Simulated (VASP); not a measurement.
Crystal: Al.

```xyz
1
Lattice="2.7561 0.0000 0.0000 -0.9187 2.5984 0.0000 -0.9187 -1.2992 2.2503" Properties=species:S:1:pos:R:3 pbc="T T T"
Al    0.0000    0.0000    0.0000
```

| Item | Value |
| --- | --- |
| Program | VASP 6.6.1 |
| Task | relaxation of cell and atoms |
| Functional | PBEsol |
| Potentials or basis | VASP PAW PBE potentials, release 64 (Al) |
| Cutoff | 600 eV |
| k mesh | 12 × 12 × 12 |
| Occupations | fermi-dirac, width 0.1 eV |
| Spin | no spin polarisation |

At the start: pressure 2.3 GPa; volume 16.12 Å³/atom.

How do energy, volume and symmetry change on relaxing?

Over 3 steps the energy falls by 3.4 meV/atom and the volume is 16.60 Å³/atom (+3.0 %); space group Im-3m (No. 229, to 0.05 Å).

The path:
```
step  energy change (eV)  largest force (eV/Å)  pressure (GPa)  volume (Å³)
   1              0.0000                0.0000            2.29        16.12
   2             -0.0033                0.0000           -0.26        16.66
   3             -0.0034                0.0000            0.00        16.60
```

Final structure:
```xyz
1
Lattice="2.7833 0.0000 0.0000 -0.9278 2.6241 0.0000 -0.9278 -1.3121 2.2726" Properties=species:S:1:pos:R:3 pbc="T T T"
Al   -0.9278   -1.3121    2.2726
```

Caveat: the PAW data sets were made with another functional, which shifts forces and pressure a little.
